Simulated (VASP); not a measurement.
A run of VASP 6.6.1:

INCAR

```
PREC = Accurate
ENCUT = 520
EDIFF = 1E-6
ISMEAR = -1
SIGMA = 0.05
LREAL = False
LASPH = True
NELM = 150
ALGO = Normal
ISIF = 2
LWAVE = False
LCHARG = True
ISPIN = 2
MAGMOM = 7 0
LORBIT = 11
LMAXMIX = 6
GGA = PE
LELF = True
LVHAR = True
NBANDS = 23
```

The input KPOINTS:

```
regular mesh
0
Gamma
  7 7 7
```

The input POSCAR:

```
GdO
1.0
    0.0000000000      2.7540000000      2.7000000000
    2.7540000000      0.0000000000      2.7000000000
    2.7540000000      2.7540000000      0.0000000000
Gd O
1 1
Direct
    0.0000000000      0.0000000000      0.0000000000
    0.2500000000      0.2500000000      0.2500000000
```

Potentials or basis: VASP PAW PBE potentials, release 64 (Gd, O).

Launch:

```console
$ cat potpaw_PBE.64/Gd/POTCAR potpaw_PBE.64/O/POTCAR > POTCAR
$ mpirun -np 1 vasp_std > vasp.out
```

Hardware: 1 thread of Intel Xeon 6975P-C (shared host).

Q: How long does it take, and how much memory?

A: Wall time 2.6 min on 1 thread of Intel Xeon 6975P-C, with other jobs on the host, peak memory 0.24 GiB. Counts: scf iterations 21, k points 40.
